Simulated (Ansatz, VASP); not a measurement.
## IrO2: VASP beside Ansatz

```
Ir O
1.0
     4.50510    0.00000    0.00000
     0.00000    4.50510    0.00000
     0.00000    0.00000    3.15860
Ir O
2 4
Cartesian
  0.0000 0.0000 0.0000
  2.2525 2.2525 1.5793
  1.3862 1.3862 0.0000
  0.8663 3.6388 1.5793
  3.1189 3.1189 0.0000
  3.6388 0.8663 1.5793
```

Alike in both runs: task relaxation of cell and atoms; functional PBE; k mesh 8 × 8 × 12; occupations gaussian, width 0.1 eV; no spin polarisation.

```csv
,VASP,Ansatz
version,VASP 6.6.1,Ansatz 0.2.0
potentials or method,"VASP PAW PBE potentials, release 64 (Ir, O), cutoff 600 eV","scalar-relativistic, plane waves, PAW"
valence electrons in the cell,42,58
```

VASP gave:

| Item | Value |
| --- | --- |
| gap on the k mesh at the Fermi level, each at its own relaxed structure (eV) | none |
| relaxed volume (Å³/atom) | 10.95 |
| relaxed cell length with the largest relative difference (Å) | 3.189 |

**Question.** Estimate Ansatz's values.

**Answer.** gap on the k mesh at the Fermi level, each at its own relaxed structure (eV): none; relaxed volume (Å³/atom): 10.87; relaxed cell length with the largest relative difference (Å): 3.180.

A gap of «none» marks a metal or a gap that the smearing closes. VASP's potentials hold 42 valence electrons a cell and Ansatz's 58, so a difference there can come from the potentials and not from the codes.

Spin-orbit coupling is off throughout.
